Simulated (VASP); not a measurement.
Pd:

```
Pd
1.0
     0.00000    1.94500    1.94500
     1.94500    0.00000    1.94500
     1.94500    1.94500    0.00000
Pd
1
Cartesian
  0.0000 0.0000 0.0000
```

| Property | Result |
| --- | --- |
| Program | VASP 6.6.1 |
| Task | relaxation of cell and atoms |
| Functional | r2SCAN |
| Potentials or basis | VASP PAW PBE potentials, release 64 (Pd) |
| Cutoff | 550 eV |
| k mesh | 11 × 11 × 11 |
| Occupations | gaussian, width 0.1 eV |
| Spin | no spin polarisation |

At the start: pressure 3.8 GPa; volume 14.72 Å³/atom.

Q: How do energy, volume and symmetry change on relaxing?

A: Over 3 steps the energy falls by 3.3 meV/atom and the volume is 15.00 Å³/atom (+1.9 %); space group Fm-3m (No. 225, to 0.1 Å) before and after.

The path:
| step | energy change (eV) | largest force (eV/Å) | pressure (GPa) | volume (Å³) |
| --- | --- | --- | --- | --- |
| 1 | 0.0000 | 0.0000 | 3.77 | 14.72 |
| 2 | 0.0045 | 0.0000 | -5.16 | 15.47 |
| 3 | -0.0033 | 0.0000 | -0.01 | 15.00 |

Final structure:
```
Pd
1.0
     0.00000    1.95754    1.95754
     1.95754    0.00000    1.95754
     1.95754    1.95754    0.00000
Pd
1
Direct
  0.00000 0.00000 0.00000
```

Caveat: the PAW data sets were made with another functional, which shifts forces and pressure a little.
